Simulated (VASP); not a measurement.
A run of VASP 6.6.1:

The input POSCAR:

```
CsH3O2
1.0
   -2.1557163700      2.1557163700      7.1556855100
    2.1557163700     -2.1557163700      7.1556855100
    2.1557163700      2.1557163700     -7.1556855100
Cs H O
2 6 4
Direct
    0.7500000000      0.2500000000      0.5000000000
    0.0000000000      0.0000000000      0.0000000000
    0.5000000000      0.5000000000      0.0000000000
    0.2500000000      0.7500000000      0.5000000000
    0.3750000000      0.6250000000      0.7500000000
    0.3750000000      0.1250000000      0.7500000000
    0.8750000000      0.6250000000      0.2500000000
    0.3750000000      0.6250000000      0.2500000000
    0.5850041100      0.5850041100      0.0000000000
    0.3350041100      0.8350041100      0.5000000000
    0.1649958900      0.6649958900      0.5000000000
    0.4149958900      0.4149958900      0.0000000000
```

INCAR.step1

```
PREC = Accurate
ENCUT = 520
ISMEAR = -1
SIGMA = 0.02
LREAL = F
LASPH = T
NELM = 150
MAGMOM = 0 0 0 0 0 0 0 0 0 0 0 0 0 0 0 0 0 0 0 0 0 0 0 0 0 0 0 0 0 0 0 0 0 0 0 0
LSORBIT = T
GGA_COMPAT = F
NBANDS = 70
GGA = PE
ALGO = Normal
EDIFF = 1E-4
LWAVE = T
LCHARG = F
```

File INCAR.step2:

```
PREC = Accurate
ENCUT = 520
EDIFF = 1E-6
ISMEAR = -1
SIGMA = 0.02
LREAL = F
LASPH = T
NELM = 150
ALGO = Normal
ISIF = 2
LWAVE = F
LCHARG = F
MAGMOM = 0 0 0 0 0 0 0 0 0 0 0 0 0 0 0 0 0 0 0 0 0 0 0 0 0 0 0 0 0 0 0 0 0 0 0 0
LORBIT = 11
LSORBIT = T
GGA_COMPAT = F
LORBMOM = T
METAGGA = R2SCAN
LMIXTAU = T
NBANDS = 70
ISTART = 1
```

KPOINTS

```
Automatic mesh
0
Gamma
  2 2 2
```

Potentials or basis: VASP PAW PBE potentials, release 64 (Cs_sv, H, O).

Run with:

```console
$ cat potpaw_PBE.64/Cs_sv/POTCAR potpaw_PBE.64/H/POTCAR potpaw_PBE.64/O/POTCAR > POTCAR
$ cp INCAR.step1 INCAR
$ mpirun -np 1 vasp_ncl > vasp.out
$ cp INCAR.step2 INCAR
$ mpirun -np 1 vasp_ncl > vasp.out
```

Hardware: 1 thread of AMD EPYC 9R45 96-Core Processor (Zen 5), on a shared host.

Problem. Estimate the wall time of this run.

Solution. Wall time 18 min on 1 thread of AMD EPYC 9R45 96-Core Processor (Zen 5), with other jobs on the host, peak memory 1.6 GiB. Counts: k points 4.
